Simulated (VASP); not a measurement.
# SnSe2 (C2/m) in VASP: notebook

SnSe2 is run at these levels: PBE; tasks: single point.

Program: VASP 6.6.1. These are calculated values, not measurements. Logs are shortened: lines on timing, memory, paths and dates and some standing lists are left out, and cuts for length are marked.

## 1. The cell of the first run

The structure is monoclinic, space group C2/m (No. 12). Conventional cell: a = 6.706 Å, b = 4.211 Å, c = 6.988 Å, α = 90.00°, β = 90.00°, γ = 90.00°. Within 3.6 Å of Sn (site symmetry 2/m) lie 6 Se at 2.75 to 2.87 Å. Within 3.6 Å of Se (site symmetry m) lie 3 Sn at 2.75 to 2.87 Å.

## 2. Single point, PBE (strain +0.0875 x Voigt [1, 0, 0, 0, 0, 0])

INCAR

```
SYSTEM = SnSe2
  PREC = Accurate
  ENCUT = 520
  EDIFF = 1E-6
  ISMEAR = 0
  SIGMA = 0.05
  LREAL = .FALSE.
  LASPH = .TRUE.
  NELM = 80
  ALGO = Normal
  ISIF = 2
  LWAVE = .FALSE.
  LCHARG = .FALSE.
  GGA = PE
  NBANDS = 20
```

KPOINTS

```
Automatic mesh
0
G
  12 12 4
  0 0 0
```

POSCAR

```
SnSe2
1.0
    4.2105246636      0.0000000000      0.0000000000
   -2.1052623318      3.3530311007      0.0000000000
    0.0000000000      0.0000000000      6.9880221146
Sn Se
1 2
Direct
    0.0000000000      0.0000000000      0.0000000000
    0.3333333333      0.6666666667      0.2281493097
    0.6666666667      0.3333333333      0.7718506903
```

Potentials or basis: VASP PAW PBE potentials, release 64 (Sn_d, Se).

Launch:

```sh
$ cat potpaw_PBE.64/Sn_d/POTCAR potpaw_PBE.64/Se/POTCAR > POTCAR
$ mpirun -np 1 vasp_std > vasp.out
```

OUTCAR:

```text
SYSTEM = SnSe2
   PREC = Accurate
   ENCUT = 520
   EDIFF = 1E-6
   ISMEAR = 0
   LREAL = .FALSE.
   LASPH = .TRUE.
   NELM = 80
   ISIF = 2
   GGA = PE

 ion  position               nearest neighbor table
   1  0.000  0.000  0.000-   2 2.75   3 2.75   3 2.87   2 2.87   3 2.87   2 2.87
   2  0.333  0.667  0.228-   1 2.75   1 2.87   1 2.87
   3  0.667  0.333  0.772-   1 2.75   1 2.87   1 2.87

  Warning from LATTYP: Monoclinic adjustment (A1->A3, A2->A1, A3->A2)!
  LATTYP: Found a base centered orthorhombic cell.
 ALAT       =     4.2105246636
 B/A-ratio  =     1.5926903978
 C/A-ratio  =     1.6596559035

  Lattice vectors:

 A1 = (   2.1052623318,  -3.3530311007,   0.0000000000)
 A2 = (   2.1052623318,   3.3530311007,   0.0000000000)
 A3 = (   0.0000000000,   0.0000000000,   6.9880221146)

Analysis of symmetry for initial positions (statically):
=====================================================================
 Subroutine PRICEL returns:
 Original cell was already a primitive cell.

 Routine SETGRP: Setting up the symmetry group for a
 base centered orthorhombic supercell.

 Subroutine GETGRP returns: Found  4 space group operations
 (whereof  4 operations were pure point group operations)
 out of a pool of  8 trial point group operations.

The static configuration has the point symmetry C_2h.

Analysis of symmetry for dynamics (positions and initial velocities):
=====================================================================
 Subroutine PRICEL returns:
 Original cell was already a primitive cell.

 Routine SETGRP: Setting up the symmetry group for a
 base centered orthorhombic supercell.

 Subroutine GETGRP returns: Found  4 space group operations
 (whereof  4 operations were pure point group operations)
 out of a pool of  8 trial point group operations.

The dynamic configuration has the point symmetry C_2h.

 Subroutine INISYM returns: Found  4 space group operations
 (whereof  4 operations are pure point group operations),
 and found     1 'primitive' translations

----------------------------------------------------------------------------------------

                                     Primitive cell

  volume of cell :      98.6570

  direct lattice vectors                    reciprocal lattice vectors
     4.210524664  0.000000000  0.000000000     0.237500093  0.149118808  0.000000000
    -2.105262332  3.353031101  0.000000000     0.000000000  0.298237615  0.000000000
     0.000000000  0.000000000  6.988022115     0.000000000  0.000000000  0.143102008

  length of vectors
     4.210524664  3.959159892  6.988022115     0.280433081  0.298237615  0.143102008

  position of ions in fractional coordinates (direct lattice)
     0.000000000  0.000000000  0.000000000
     0.333333333  0.666666667  0.228149310
     0.666666667  0.333333333  0.771850690

  ion indices of the primitive-cell ions
   primitive index   ion index
                 1           1
                 2           2
                 3           3

----------------------------------------------------------------------------------------

 KPOINTS: Automatic mesh

Automatic generation of k-mesh.
 Grid dimensions read from file:
 generate k-points for:   12   12    4

 Generating k-lattice:

  Cartesian coordinates                     Fractional coordinates (reciprocal lattice)
     0.019791674  0.012426567  0.000000000     0.083333333  0.000000000  0.000000000
     0.000000000  0.024853135  0.000000000     0.000000000  0.083333333  0.000000000
     0.000000000  0.000000000  0.035775502     0.000000000  0.000000000  0.250000000

  Length of vectors
     0.023369423  0.024853135  0.035775502

  Shift w.r.t. Gamma in fractional coordinates (k-lattice)
     0.000000000  0.000000000  0.000000000

 Subroutine IBZKPT returns following result:
 ===========================================

 Found    164 irreducible k-points:

 Following reciprocal coordinates:
            Coordinates               Weight
  0.000000  0.000000  0.000000      1.000000
  0.083333  0.000000  0.000000      4.000000
  0.166667  0.000000  0.000000      4.000000
  0.250000 -0.000000  0.000000      4.000000
  0.333333 -0.000000  0.000000      4.000000
  0.416667 -0.000000  0.000000      4.000000
[... 16 lines left out ...]
  0.333333  0.166667  0.000000      4.000000
  0.416667  0.166667  0.000000      4.000000
 [... further k-points ...]
   k-points           NKPTS =    164   k-points in BZ     NKDIM =    164   number of bands    NBANDS=     20
   number of dos      NEDOS =    301   number of ions     NIONS =      3
   total plane-waves  NPLWV =  51840
   dimension x,y,z NGX =    32 NGY =   30 NGZ =   54
   dimension x,y,z NGXF=    64 NGYF=   60 NGZF=  108
   ions per type =               1   2
   NGX,Y,Z   is equivalent  to a cutoff of  12.63, 12.60, 12.85 a.u.
   NGXF,Y,Z  is equivalent  to a cutoff of  25.27, 25.19, 25.69 a.u.
 SYSTEM =  SnSe2
   PREC   = accura    normal or accurate (medium, high low for compatibility)
   ISTART =      0    job   : 0-new  1-cont  2-samecut
   ICHARG =      2    charge: 1-file 2-atom 10-const
   ISPIN  =      1    spin polarized calculation?
   LNONCOLLINEAR =      F non collinear calculations
   LSORBIT =      F    spin-orbit coupling
   LASPH  =      T    aspherical Exc in radial PAW
   ENCUT  =  520.0 eV  38.22 Ry    6.18 a.u.   7.83  7.36 12.99*2*pi/ulx,y,z
   NELM   =     80;   NELMIN=  2; NELMDL= -5     # of ELM steps
   EDIFF  = 0.1E-05   stopping-criterion for ELM
   LREAL  =      F    real-space projection
   EDIFFG = 0.1E-04   stopping-criterion for IOM
   NSW    =      0    number of steps for IOM
   IBRION =     -1    ionic relax: 0-MD 1-quasi-New 2-CG
   NFREE  =      0    steps in history (QN), initial steepest desc. (CG)
   ISIF   =      2    stress and relaxation
   ISYM   =      2    0-nonsym 1-usesym 2-fastsym
   POTIM  = 0.5000    time-step for ionic-motion
   TEBEG  =    0.0;   TEEND  =   0.0 temperature during run
   PSTRESS=    0.0 pullay stress
   NELECT =      26.0000    total number of electrons
   NUPDOWN=      -1.0000    fix difference up-down
   EMIN   =  10.00;   EMAX   =-10.00  energy-range for DOS
   EFERMI =   0.00;   METHOD = LEGACY
   ISMEAR =     0;   SIGMA  =   0.05  broadening in eV -4-tet -1-fermi 0-gaus
   EFERMI_NEDOS =   21; number of points for ismear=-14 and -15
   IALGO  =     38    algorithm
   IMIX   =      4    mixing-type and parameters
     AMIX     =   0.40;   BMIX     =  1.00
     AMIX_MAG =   1.60;   BMIX_MAG =  1.00
  volume/ion in A,a.u.               =      32.89       221.92
  Fermi-wavevector in a.u.,A,eV,Ry     =   1.049599  1.983454 14.988957  1.101657
  Thomas-Fermi vector in A             =   2.184568
   LORBIT       =      0    0 simple, 1 ext, 2 COOP (PROOUT), +10 PAW based schemes
   GGA     = PE    functional components
   LHFCALC =     F    Hartree Fock is set to
   AEXX    =    0.0000 exact exchange contribution
   IVDW    =     0    specifies the selected vdW correction
   LEPSILON=     F    determine dielectric tensor
   LRPA    =     F    only Hartree local field effects (RPA)
 non-spin polarized calculation
 Gauss-broadening in eV      SIGMA  =   0.05
  energy-cutoff  :      520.00
  volume of cell :       98.66
 maximum number of plane-waves:      2682
   NGX = 15   NGY = 15   NGZ = 25

 number of electron      25.9999992 magnetization

 Free energy of the ion-electron system (eV)
  ---------------------------------------------------
  ext. energy  EPLUGINS =         0.00000000
  ---------------------------------------------------
  free energy    TOTEN  =       -11.71335508 eV

  energy without entropy =      -11.71335508  energy(sigma->0) =      -11.71335508

 E-fermi :   2.0408     XC(G=0):  -8.2528

 val. band max:        1.8480730541   @ k =  -0.1667   0.0833   0.0000
 cond. band min:       2.2268008670   @ k =   0.0000   0.5000   0.2500
 fundamental gap:      0.3787278129
 Fermi energy:         2.0408316620

 k-point     1 :       0.0000    0.0000    0.0000
  band No.  band energies     occupation
      1     -19.2836      2.00000
      2     -19.2671      2.00000
      3     -19.2588      2.00000
      4     -19.2458      2.00000
      5     -19.2342      2.00000
      6     -11.0117      2.00000
[... 12 lines left out ...]
     19      10.0367      0.00000
     20      10.4875      0.00000

 k-point     2 :       0.0833    0.0000    0.0000
  band No.  band energies     occupation
      1     -19.2840      2.00000
      2     -19.2670      2.00000
      3     -19.2582      2.00000
      4     -19.2458      2.00000
      5     -19.2343      2.00000
      6     -10.9617      2.00000
[... 12 lines left out ...]
     19       9.7517      0.00000
     20      10.4660      0.00000

 k-point     3 :       0.1667    0.0000    0.0000
  band No.  band energies     occupation
      1     -19.2861      2.00000
      2     -19.2667      2.00000
      3     -19.2563      2.00000
      4     -19.2456      2.00000
      5     -19.2340      2.00000
      6     -10.8164      2.00000
[... 12 lines left out ...]
     19       9.8549      0.00000
     20      10.2540      0.00000

 k-point     4 :       0.2500   -0.0000    0.0000
  band No.  band energies     occupation
      1     -19.2908      2.00000
      2     -19.2665      2.00000
      3     -19.2536      2.00000
      4     -19.2448      2.00000
      5     -19.2323      2.00000
      6     -10.5914      2.00000
[... 12 lines left out ...]
     19      10.0633      0.00000
     20      10.1565      0.00000

 k-point     5 :       0.3333   -0.0000    0.0000
  band No.  band energies     occupation
      1     -19.2966      2.00000
      2     -19.2666      2.00000
      3     -19.2518      2.00000
      4     -19.2433      2.00000
      5     -19.2288      2.00000
      6     -10.3178      2.00000
[... 12 lines left out ...]
     19      10.1410      0.00000
     20      10.4834      0.00000

 k-point     6 :       0.4167   -0.0000    0.0000
  band No.  band energies     occupation
      1     -19.3013      2.00000
      2     -19.2669      2.00000
      3     -19.2512      2.00000
      4     -19.2417      2.00000
      5     -19.2254      2.00000
      6     -10.0520      2.00000
[... 12 lines left out ...]
     19      10.3327      0.00000
     20      10.9826      0.00000

 k-point     7 :       0.5000   -0.0000    0.0000
  band No.  band energies     occupation
      1     -19.3030      2.00000
      2     -19.2671      2.00000
      3     -19.2512      2.00000
      4     -19.2410      2.00000
      5     -19.2240      2.00000
      6      -9.9141      2.00000
[... 12 lines left out ...]
     19      10.5224      0.00000
     20      11.1061      0.00000
[... 277 lines left out ...]
 k-point    20 :       0.0833    0.1667    0.0000
  band No.  band energies     occupation
      1     -19.2797      2.00000
      2     -19.2701      2.00000
      3     -19.2621      2.00000
      4     -19.2456      2.00000
      5     -19.2299      2.00000
      6     -10.6374      2.00000
[... 12 lines left out ...]
     19       9.7396      0.00000
     20      10.2383      0.00000

 k-point    21 :       0.1667    0.1667    0.0000
  band No.  band energies     occupation
      1     -19.2856      2.00000
      2     -19.2699      2.00000
      3     -19.2598      2.00000
      4     -19.2444      2.00000
      5     -19.2270      2.00000
      6     -10.4164      2.00000
[... 12 lines left out ...]
     19       9.1763      0.00000
     20      10.4903      0.00000

 k-point    22 :       0.2500    0.1667    0.0000
  band No.  band energies     occupation
      1     -19.2915      2.00000
      2     -19.2699      2.00000
      3     -19.2568      2.00000
      4     -19.2436      2.00000
      5     -19.2243      2.00000
      6     -10.1587      2.00000
[... 12 lines left out ...]
     19       9.1435      0.00000
     20      10.5262      0.00000

 k-point    23 :       0.3333    0.1667    0.0000
  band No.  band energies     occupation
      1     -19.2952      2.00000
      2     -19.2701      2.00000
      3     -19.2541      2.00000
      4     -19.2427      2.00000
      5     -19.2237      2.00000
      6      -9.9207      2.00000
[... 12 lines left out ...]
     19       9.6158      0.00000
     20      10.5845      0.00000

 k-point    24 :       0.4167    0.1667    0.0000
  band No.  band energies     occupation
      1     -19.2961      2.00000
      2     -19.2703      2.00000
      3     -19.2522      2.00000
      4     -19.2415      2.00000
      5     -19.2258      2.00000
      6      -9.8160      2.00000
[... 12 lines left out ...]
     19      10.1084      0.00000
     20      10.7905      0.00000

 [... further k-points ...]
[... 5 lines left out ...]
  --------------------------------------------------------------------------------------
  -------------------------------------------------------------------------------------
  Total       -3.5870422     -1.4820264     -1.3032873      0.0000000     -0.1909743      0.0000000
  in kB      -58.2530944    -24.0679144    -21.1652150      0.0000000     -3.1013981      0.0000000
  external PRESSURE =     -34.4954079 kB  Pullay stress =       0.0000000 kB

 VOLUME and BASIS-vectors are now :
 -----------------------------------------------------------------------------
  energy-cutoff  :      520.00
  volume of cell :       98.66
      direct lattice vectors                 reciprocal lattice vectors
     4.210524664  0.000000000  0.000000000     0.237500093  0.149118808  0.000000000
    -2.105262332  3.353031101  0.000000000     0.000000000  0.298237615  0.000000000
     0.000000000  0.000000000  6.988022115     0.000000000  0.000000000  0.143102008

 POSITION                                       TOTAL-FORCE (eV/Angst)
 -----------------------------------------------------------------------------------
      0.00000      0.00000      0.00000         0.000000     -0.000000      0.000000
     -0.00000      2.23535      1.59431         0.000000     -0.053870     -0.381416
      2.10526      1.11768      5.39371        -0.000000      0.053870      0.381416
 -----------------------------------------------------------------------------------
    total drift:                               -0.000000     -0.000000      0.000000

  FREE ENERGIE OF THE ION-ELECTRON SYSTEM (eV)
  ---------------------------------------------------
  free  energy   TOTEN  =       -11.7133550787 eV

  energy  without entropy=      -11.7133550785  energy(sigma->0) =      -11.71335508
```

It took 1.8 min on 1 thread of Intel Xeon 6975P-C (Granite Rapids), shared host; peak memory 0.44 GiB.

What came out:

- Free energy: -11.7134 eV
- Pressure: -3.4 GPa
- Largest force: 0.385 eV/Å
- Band gap on the k mesh: 0.38 eV, indirect (least direct gap 0.79 eV)

Forces in eV/Å, atoms in the order of the input:
```
Sn   0.000  0.000  0.000
Se   0.000 -0.054 -0.381
Se   0.000  0.054  0.381
```

Levels at points of the mesh, in eV from the valence-band top:
| k point | band 11 | band 12 | band 13 | band 14 | band 15 | band 16 |
| --- | --- | --- | --- | --- | --- | --- |
| (0.00, 0.00, 0.00) | -0.40 | -0.20 | -0.09 | 0.69 | 2.60 | 3.94 |
| (0.50, 0.00, 0.00) | -1.76 | -0.64 | -0.15 | 0.97 | 3.92 | 5.41 |
| (0.00, 0.50, 0.00) | -1.94 | -0.59 | -0.56 | 0.43 | 3.30 | 4.92 |
| (0.00, 0.00, 0.50) | -0.42 | -0.36 | -0.13 | 1.50 | 2.52 | 3.86 |
| (0.50, 0.00, 0.50) | -1.59 | -0.48 | -0.25 | 0.71 | 4.20 | 4.92 |
| (0.00, 0.50, 0.50) | -1.67 | -0.68 | -0.59 | 0.44 | 3.67 | 5.10 |

Caveat: the cell differs from its parent crystal (strain +0.0875 x Voigt [1, 0, 0, 0, 0, 0]); spin-orbit coupling is left out, which moves the levels of the heavy elements; this functional lacks dispersion, which binds the layers, so the pressure and a relaxed spacing across them are unreliable. A k mesh can miss the band edges.

## 3. Single point, PBE (strain +0.1000 x Voigt [1, 0, 0, 0, 0, 0])

INCAR

```
SYSTEM = SnSe2
PREC = Accurate
ENCUT = 520
EDIFF = 1E-6
ISMEAR = 0
SIGMA = 0.05
LREAL = .False.
LASPH = .True.
NELM = 60
ALGO = Normal
ISIF = 2
LWAVE = .False.
LCHARG = .False.
GGA = PE
NBANDS = 20
```

KPOINTS

```
regular mesh
0
Gamma
  12 12 4
  0 0 0
```

POSCAR

```
SnSe2
1.0
    4.2589214989      0.0000000000      0.0000000000
   -2.1294607495      3.3530311007      0.0000000000
    0.0000000000      0.0000000000      6.9880221146
Sn Se
1 2
Direct
    0.0000000000      0.0000000000      0.0000000000
    0.3333333333      0.6666666667      0.2281493097
    0.6666666667      0.3333333333      0.7718506903
```

Potentials or basis: VASP PAW PBE potentials, release 64 (Sn_d, Se).

Launch:

```sh
$ cat potpaw_PBE.64/Sn_d/POTCAR potpaw_PBE.64/Se/POTCAR > POTCAR
$ mpirun -np 1 vasp_std > vasp.out
```

Wall time 1.9 min (1 thread of Intel Xeon 6975P-C (Granite Rapids), shared host); peak memory 0.45 GiB.

It converged, with:

* Free energy: -11.6703 eV
* Pressure: -3.8 GPa
* Largest force: 0.433 eV/Å
* Band gap on the k mesh: 0.31 eV, indirect (least direct gap 0.70 eV)

Forces on the atoms (eV/Å):
```
Sn   0.000  0.000  0.000
Se   0.000 -0.073 -0.426
Se   0.000  0.073  0.426
```

Stress tensor (GPa, compression positive):
```
-6.34  0.00  0.00
 0.00 -2.70 -0.41
 0.00 -0.41 -2.34
```

Levels at points of the mesh, in eV from the valence-band top:
| k point | band 11 | band 12 | band 13 | band 14 | band 15 | band 16 |
| --- | --- | --- | --- | --- | --- | --- |
| (0.00, 0.00, 0.00) | -0.46 | -0.26 | -0.08 | 0.62 | 2.50 | 3.83 |
| (0.50, 0.00, 0.00) | -1.73 | -0.66 | -0.17 | 0.93 | 3.87 | 5.34 |
| (0.00, 0.50, 0.00) | -1.92 | -0.62 | -0.61 | 0.34 | 3.19 | 4.81 |
| (0.00, 0.00, 0.50) | -0.43 | -0.42 | -0.18 | 1.41 | 2.41 | 3.75 |
| (0.50, 0.00, 0.50) | -1.56 | -0.49 | -0.27 | 0.67 | 4.15 | 4.87 |
| (0.00, 0.50, 0.50) | -1.66 | -0.75 | -0.64 | 0.39 | 3.57 | 5.08 |

Caveat: the cell differs from its parent crystal (strain +0.1000 x Voigt [1, 0, 0, 0, 0, 0]); spin-orbit coupling is left out, which moves the levels of the heavy elements; this functional lacks dispersion, which binds the layers, so the pressure and a relaxed spacing across them are unreliable. A k mesh can miss the band edges.
